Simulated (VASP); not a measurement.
Ta: single point with PBE

Crystal: Ta.

```
CELL_PARAMETERS angstrom
-1.70512 1.65948 1.78394
1.70512 -1.65948 1.78394
1.70512 1.65948 -1.78394
ATOMIC_POSITIONS crystal
Ta 0.00000 0.00000 0.00000
```

This cell differs from its parent crystal: normal strain along x +0.0275, normal strain along z +0.0750.

```yaml
Program: VASP 6.6.1
Task: single point
Functional: PBE
Potentials_or_basis: VASP PAW PBE potentials, release 64 (Ta_pv)
Cutoff: 520 eV
k_mesh: 18 × 18 × 18
Occupations: gaussian, width 0.15 eV
Spin: no spin polarisation
Dipole_correction: no
Further_INCAR_settings: ALGO = Fast; EDIFF = 1e-06; NBANDS = 12
```

```
Pressure : -15.7 GPa
```

Stress tensor (GPa, compression positive):
```
-15.14   0.00   0.00
  0.00 -13.51   0.00
  0.00   0.00 -18.43
```

Levels at points of the mesh, in eV from the Fermi level:
| k point | band 4 | band 5 | band 6 | band 7 | band 8 | band 9 |
| --- | --- | --- | --- | --- | --- | --- |
| (0.00, 0.00, 0.00) | -7.49 | 0.35 | 0.68 | 1.14 | 3.08 | 3.99 |
| (0.50, 0.00, 0.00) | -3.93 | -1.19 | 1.10 | 3.07 | 4.53 | 6.63 |
| (0.00, 0.50, 0.00) | -3.97 | -0.86 | 0.92 | 2.82 | 4.16 | 6.60 |
| (0.50, 0.50, 0.00) | -3.88 | -1.68 | 1.38 | 3.89 | 4.65 | 6.77 |
| (0.50, 0.50, 0.50) | -3.28 | -3.12 | 5.79 | 5.94 | 6.03 | 6.71 |

Run time: 120 s on 1 thread of Intel Xeon 6975P-C, on a shared host, peak memory 0.31 GiB.

Caveat: the cell differs from its parent crystal (normal strain along x +0.0275, normal strain along z +0.0750); spin-orbit coupling is left out, which moves the levels of the heavy elements.
